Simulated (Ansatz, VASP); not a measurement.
# Pb in VASP and in Ansatz

File INCAR:

```
SYSTEM = Pb
PREC     = Accurate       ! precision mode
ENCUT    = 520            ! plane-wave cutoff, eV
EDIFF    = 1E-7           ! SCF threshold, eV
ISMEAR   = 0              ! smearing method
SIGMA    = 0.15           ! smearing width, eV
LREAL    = .FALSE.        ! projectors in reciprocal space
LASPH    = .TRUE.         ! aspherical terms in the spheres
NELM     = 60             ! most SCF steps
ALGO     = Normal         ! electronic algorithm
ISIF     = 2              ! what is computed and relaxed
LWAVE    = .FALSE.        ! write WAVECAR
LCHARG   = .FALSE.        ! write CHGCAR
GGA      = CA             ! functional
NBANDS   = 13             ! bands
```

Contents of KPOINTS:

```
Automatic mesh
0
G
  16 16 16
  0 0 0
```

POSCAR

```
Pb
1.0
    0.0000000000      2.4698000000      2.4698000000
    2.4327530000      0.0000000000      2.4698000000
    2.4327530000      2.4698000000      0.0000000000
Pb
1
Direct
    0.0000000000      0.0000000000      0.0000000000
```

Input for Ansatz:

```yaml
crystal:
  lattice:
    - [0.0, 2.4698, 2.4698]
    - [2.432753, 0.0, 2.4698]
    - [2.432753, 2.4698, 0.0]
  atoms:
    - { symbol: Pb, position: [0.0, 0.0, 0.0] }
basis:
  ecutwfc: 420
kpoints:
  mp_grid: { grid: [16, 16, 16] }
hamiltonian:
  xc: lda
scf:
  occupations: { method: gaussian, width: 0.15 }
output:
  forces: true
  stress: true
  eigenvalues: true
```

Change from the starting cell: strain -0.0150 x Voigt [1, 0, 0, 0, 0, 0], atoms carried along.

Alike in both runs: task single point; functional LDA; k mesh 16 × 16 × 16; occupations gaussian, width 0.15 eV; no spin polarisation.

|  | VASP | Ansatz |
| --- | --- | --- |
| version | VASP 6.6.1 | Ansatz 0.2.0 |
| potentials or method | VASP PAW LDA potentials, release 64 (Pb_d), cutoff 520 eV | scalar-relativistic, plane waves, PAW |
| valence electrons in the cell | 14 | 14 |

VASP gave:

- gap on the k mesh at the Fermi level (eV): none
- pressure (GPa): -1.1
- traceless stress, the component that is largest in VASP (GPa): 0.18

What did Ansatz give for the same quantities?

gap on the k mesh at the Fermi level (eV): none; pressure (GPa): -1.1; traceless stress, the component that is largest in VASP (GPa): 0.19.

LDA's correlation is that of Perdew and Zunger in VASP and of Perdew and Wang (1992) in Ansatz. A gap of «none» marks a metal or a gap that the smearing closes.

Spin-orbit coupling is off throughout.
